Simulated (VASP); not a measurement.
# AlCo (Pm-3m) in VASP: relaxation of cell and atoms with PBE

Aim: the relaxation of cell and atoms of AlCo with PBE.

Everything below comes from runs of VASP 6.6.1. Logs are shortened: lines on timing, memory, paths and dates and some standing lists are left out, and cuts for length are marked.

## Step 1: The cell of the first run

The structure is cubic, space group Pm-3m (No. 221). Conventional cell: a = 2.852 Å, b = 2.852 Å, c = 2.852 Å, α = 90.00°, β = 90.00°, γ = 90.00°. Al (site symmetry m-3m) has 8 Co at 2.47 Å and 6 Al at 2.85 Å within 3.3 Å. Co (site symmetry m-3m) has 8 Al at 2.47 Å and 6 Co at 2.85 Å within 3.3 Å.

## Step 2: Relaxation of cell and atoms, PBE

Contents of INCAR:

```
SYSTEM = AlCo
PREC     = Accurate       ! precision mode
ENCUT    = 600            ! plane-wave cutoff, eV
EDIFF    = 1E-7           ! SCF threshold, eV
ISMEAR   = 0              ! smearing method
SIGMA    = 0.1            ! smearing width, eV
LREAL    = .False.        ! projectors in reciprocal space
LASPH    = .True.         ! aspherical terms in the spheres
NELM     = 100            ! most SCF steps
ALGO     = Normal         ! electronic algorithm
ISIF     = 3              ! what is computed and relaxed
LWAVE    = .False.        ! write WAVECAR
LCHARG   = .False.        ! write CHGCAR
GGA      = PE             ! functional
IBRION   = 2              ! ionic algorithm
NSW      = 100            ! ionic steps
EDIFFG   = -0.01          ! ionic threshold
```

Contents of KPOINTS:

```
regular mesh
0
Gamma
  20 20 20
  0 0 0
```

Contents of POSCAR:

```
AlCo
1.0
    2.8522915584      0.0000000000      0.0000000000
    0.0000000000      2.8522915584      0.0000000000
    0.0000000000      0.0000000000      2.8522915584
Al Co
1 1
Direct
    0.5000000000      0.5000000000      0.5000000000
    0.0000000000      0.0000000000      0.0000000000
```

Potentials or basis: VASP PAW PBE potentials, release 64 (Al, Co).

Launch:

```sh
> cat potpaw_PBE.64/Al/POTCAR potpaw_PBE.64/Co/POTCAR > POTCAR
> mpirun -np 1 vasp_std > vasp.out
```

OUTCAR:

```text
SYSTEM = AlCo
   PREC = Accurate
   ENCUT = 600
   EDIFF = 1E-7
   ISMEAR = 0
   LREAL = .False.
   LASPH = .True.
   NELM = 100
   ISIF = 3
   GGA = PE
   IBRION = 2
   NSW = 100
   EDIFFG = -0.01

 ion  position               nearest neighbor table
   1  0.500  0.500  0.500-   2 2.47   2 2.47   2 2.47   2 2.47   2 2.47   2 2.47   2 2.47   2 2.47

   2  0.000  0.000  0.000-   1 2.47   1 2.47   1 2.47   1 2.47   1 2.47   1 2.47   1 2.47   1 2.47

  LATTYP: Found a simple cubic cell.
 ALAT       =     2.8522915584

  Lattice vectors:

 A1 = (   2.8522915584,   0.0000000000,   0.0000000000)
 A2 = (   0.0000000000,   2.8522915584,   0.0000000000)
 A3 = (   0.0000000000,   0.0000000000,   2.8522915584)

Analysis of symmetry for initial positions (statically):
=====================================================================
 Subroutine PRICEL returns:
 Original cell was already a primitive cell.

 Routine SETGRP: Setting up the symmetry group for a
 simple cubic supercell.

 Subroutine GETGRP returns: Found 48 space group operations
 (whereof 48 operations were pure point group operations)
 out of a pool of 48 trial point group operations.

The static configuration has the point symmetry O_h .

Analysis of symmetry for dynamics (positions and initial velocities):
=====================================================================
 Subroutine PRICEL returns:
 Original cell was already a primitive cell.

 Routine SETGRP: Setting up the symmetry group for a
 simple cubic supercell.

 Subroutine GETGRP returns: Found 48 space group operations
 (whereof 48 operations were pure point group operations)
 out of a pool of 48 trial point group operations.

The dynamic configuration has the point symmetry O_h .

 Subroutine INISYM returns: Found 48 space group operations
 (whereof 48 operations are pure point group operations),
 and found     1 'primitive' translations

----------------------------------------------------------------------------------------

                                     Primitive cell

  volume of cell :      23.2050

  direct lattice vectors                    reciprocal lattice vectors
     2.852291558  0.000000000  0.000000000     0.350595295  0.000000000  0.000000000
     0.000000000  2.852291558  0.000000000     0.000000000  0.350595295  0.000000000
     0.000000000  0.000000000  2.852291558     0.000000000  0.000000000  0.350595295

  length of vectors
[... 95 lines left out ...]
   EMIN   =  10.00;   EMAX   =-10.00  energy-range for DOS
   EFERMI =   0.00;   METHOD = LEGACY
   ISMEAR =     0;   SIGMA  =   0.10  broadening in eV -4-tet -1-fermi 0-gaus
   EFERMI_NEDOS =   21; number of points for ismear=-14 and -15
   IALGO  =     38    algorithm
   IMIX   =      4    mixing-type and parameters
     AMIX     =   0.40;   BMIX     =  1.00
     AMIX_MAG =   1.60;   BMIX_MAG =  1.00
  volume/ion in A,a.u.               =      11.60        78.30
  Fermi-wavevector in a.u.,A,eV,Ry     =   1.314038  2.483172 23.493131  1.726696
  Thomas-Fermi vector in A             =   2.444319
   LORBIT       =      0    0 simple, 1 ext, 2 COOP (PROOUT), +10 PAW based schemes
   GGA     = PE    functional components
   LHFCALC =     F    Hartree Fock is set to
   AEXX    =    0.0000 exact exchange contribution
   IVDW    =     0    specifies the selected vdW correction
   LEPSILON=     F    determine dielectric tensor
   LRPA    =     F    only Hartree local field effects (RPA)
 conjugate gradient relaxation of ions
 non-spin polarized calculation
 Gauss-broadening in eV      SIGMA  =   0.10
  energy-cutoff  :      600.00
  volume of cell :       23.21
 maximum number of plane-waves:       804
 NGX is ok and might be reduce to    24
   NGX = 11   NGY = 11   NGZ = 11

--------------------------------------- Ionic step        1  -------------------------------------------

 number of electron      11.9999996 magnetization

 Free energy of the ion-electron system (eV)
  ---------------------------------------------------
  ext. energy  EPLUGINS =         0.00000000
  ---------------------------------------------------
  free energy    TOTEN  =       -11.99050486 eV

  energy without entropy =      -11.98685234  energy(sigma->0) =      -11.98867860

------------------------ aborting loop because EDIFF is reached ----------------------------------------

  FORCE on cell =-STRESS in cart. coord.  units (eV):
  Direction    XX          YY          ZZ          XY          YZ          ZX
  --------------------------------------------------------------------------------------
  -------------------------------------------------------------------------------------
  Total       -0.0264057     -0.0264057     -0.0264057      0.0000000      0.0000000     -0.0000000
  in kB       -1.8231664     -1.8231664     -1.8231664      0.0000000      0.0000000     -0.0000000
  external PRESSURE =      -1.8231664 kB  Pullay stress =       0.0000000 kB
[... 59 lines left out ...]
--------------------------------------- Ionic step        3  -------------------------------------------

 number of electron      11.9999996 magnetization

 Free energy of the ion-electron system (eV)
  ---------------------------------------------------
  ext. energy  EPLUGINS =         0.00000000
  ---------------------------------------------------
  free energy    TOTEN  =       -11.99052044 eV

  energy without entropy =      -11.98687842  energy(sigma->0) =      -11.98869943

 E-fermi :  10.5635     XC(G=0): -12.2589

 val. band max:       10.5610085706   @ k =   0.5000   0.3500   0.0500
 cond. band min:      10.5755295585   @ k =   0.5000   0.4000   0.1500
 fundamental gap:      0.0145209879
 Fermi energy:        10.5635046587

 k-point     1 :       0.0000    0.0000    0.0000
  band No.  band energies     occupation
      1      -0.5084      2.00000
      2       7.6035      2.00000
      3       7.6035      2.00000
      4       9.7151      2.00000
      5       9.7151      2.00000
      6       9.7151      2.00000
      7      16.5162      0.00000
      8      16.5162      0.00000
      9      16.5162      0.00000
     10      19.2859      0.00000
[... 287 lines left out ...]
 k-point    24 :       0.2000    0.1000    0.0000
  band No.  band energies     occupation
      1       0.4259      2.00000
      2       7.4666      2.00000
      3       7.7913      2.00000
      4       9.2461      2.00000
      5       9.3863      2.00000
      6       9.6648      2.00000
      7      13.0582      0.00000
      8      15.8901      0.00000
      9      17.7593      0.00000
     10      20.1286      0.00000

 [... further k-points ...]
[... 5 lines left out ...]
  --------------------------------------------------------------------------------------
  -------------------------------------------------------------------------------------
  Total        0.0017666      0.0017666      0.0017666      0.0000000     -0.0000000     -0.0000000
  in kB        0.1221143      0.1221143      0.1221143      0.0000000     -0.0000000     -0.0000000
  external PRESSURE =       0.1221143 kB  Pullay stress =       0.0000000 kB
[... 17 lines left out ...]
  FREE ENERGIE OF THE ION-ELECTRON SYSTEM (eV)
  ---------------------------------------------------
  free  energy   TOTEN  =       -11.9905204394 eV

  energy  without entropy=      -11.9868784221  energy(sigma->0) =      -11.98869943

 reached required accuracy - stopping structural energy minimisation
```

CONTCAR:

```text
AlCo
   1.00000000000000
     2.8512078696414469   -0.0000000000000000   -0.0000000000000000
     0.0000000000000000    2.8512078696414469    0.0000000000000000
     0.0000000000000000    0.0000000000000000    2.8512078696414469
  Al              Co
     1     1
Direct
     0.5000000000000000    0.5000000000000000    0.5000000000000000
     0.0000000000000000    0.0000000000000000    0.0000000000000000

  0.00000000E+00  0.00000000E+00  0.00000000E+00
  0.00000000E+00  0.00000000E+00  0.00000000E+00
```

Wall time 47 s (1 thread of Intel Xeon 6975P-C (Granite Rapids), shared host); peak memory 0.22 GiB.

Results:

* Free energy: -11.9905 eV
* Relaxed volume: 11.59 Å³/atom
* Relaxed cell: a = 2.851 Å, b = 2.851 Å, c = 2.851 Å, α = 90.00°, β = 90.00°, γ = 90.00°
* Space group after relaxing (to 0.1 Å): Pm-3m (No. 221)
* Energy gained by relaxing: 0.0 meV/atom
* Ionic steps: 3
* Pressure after relaxing: 0.0 GPa
* Band gap on the k mesh: zero (bands 6 and 7 overlap by 2.63 eV)

Final structure:
```xyz
2
Lattice="2.8512 0.0000 0.0000 0.0000 2.8512 0.0000 0.0000 0.0000 2.8512" Properties=species:S:1:pos:R:3 pbc="T T T"
Al    1.4256    1.4256    1.4256
Co    0.0000    0.0000    0.0000
```

Levels at points of the mesh, in eV from the Fermi level:
```
           k point  band 3  band 4  band 5  band 6  band 7  band 8  band 9  band 10
(0.00, 0.00, 0.00)   -2.96   -0.85   -0.85   -0.85    5.95    5.95    5.95     8.72
(0.50, 0.00, 0.00)   -2.37   -1.72   -1.72   -0.74    0.17    8.39   10.60    10.60
(0.50, 0.50, 0.00)   -2.68   -2.68   -1.51   -1.51   -0.25    2.41    3.43    12.73
(0.50, 0.50, 0.50)   -3.94   -0.21   -0.21    2.38    2.38    2.38    4.09     5.30
```

Caveat: the run has no spin polarisation, though such a crystal can be magnetic.
